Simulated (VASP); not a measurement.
Write the native input for VASP 6.6.1 that does the following.

- Task: single point
- Functional: PBE
- Potentials or basis: VASP PAW PBE potentials, release 64 (Tb_3, Ge_d, O), 4f in core
- Cutoff: 600 eV
- k mesh: 3 × 3 × 3
- Occupations: gaussian, width 0.15 eV
- Spin: no spin polarisation
- Dipole correction: no
- Mended: yes
- Further INCAR settings: ALGO = Normal; EDIFF = 1e-06; NBANDS = 48

The structure of Tb2GeO lies in POSCAR:

```
Tb2GeO
1.0
   -3.7327670663      3.7327670663      2.9555098654
    3.7327670663     -3.7327670663      2.9555098654
    3.7327670663      3.7327670663     -2.9555098654
Tb Ge O
4 2 2
Direct
    0.7694663170      0.2694663170      0.8121984738
    0.4572678432      0.9572678432      0.1878015262
    0.2694663170      0.4572678432      0.5000000000
    0.9572678432      0.7694663170      0.5000000000
   -0.1348572976     -0.1348572976      0.0000000000
    0.3651427024      0.3651427024      0.0000000000
    0.8631115374      0.3631115374      0.5000000000
    0.3631115374      0.8631115374      0.5000000000
```

The cell was built from a structure type or drawn by symmetry, and may not be a known phase.

One way to write it, as run:

INCAR

```
PREC = Accurate
ENCUT = 600
EDIFF = 1E-6
ISMEAR = 0
SIGMA = 0.15
LREAL = F
LASPH = T
NELM = 200
ALGO = Normal
ISIF = 2
LWAVE = F
LCHARG = T
GGA = PE
LELF = T
LVHAR = T
NBANDS = 48
GGA_COMPAT = F
LMAXMIX = 6
```

KPOINTS

```
regular mesh
0
Gamma
  3 3 3
```

Potentials or basis: VASP PAW PBE potentials, release 64 (Tb_3, Ge_d, O), 4f in core.

Run with:

```sh
$ cat potpaw_PBE.64/Tb_3/POTCAR potpaw_PBE.64/Ge_d/POTCAR potpaw_PBE.64/O/POTCAR > POTCAR
$ mpirun -np 1 vasp_std > vasp.out
```

Results of the run:

```yaml
Pressure: 1.5 GPa
Largest_force: 0.119 eV/Å
Band_gap_on_the_k_mesh: zero (bands 38 and 39 overlap by 0.24 eV)
```

Caveat: the k points lie up to 0.45 Å⁻¹ apart; spin-orbit coupling is left out, which moves the levels of the heavy elements; the 4f electrons are frozen in the core, so they carry no moment and show no levels; the run has no spin polarisation, though such a crystal can be magnetic.

It took 53 s on 1 thread of Intel(R) Xeon(R) 6975P-C (Granite Rapids), on a shared host, peak memory 0.34 GiB.
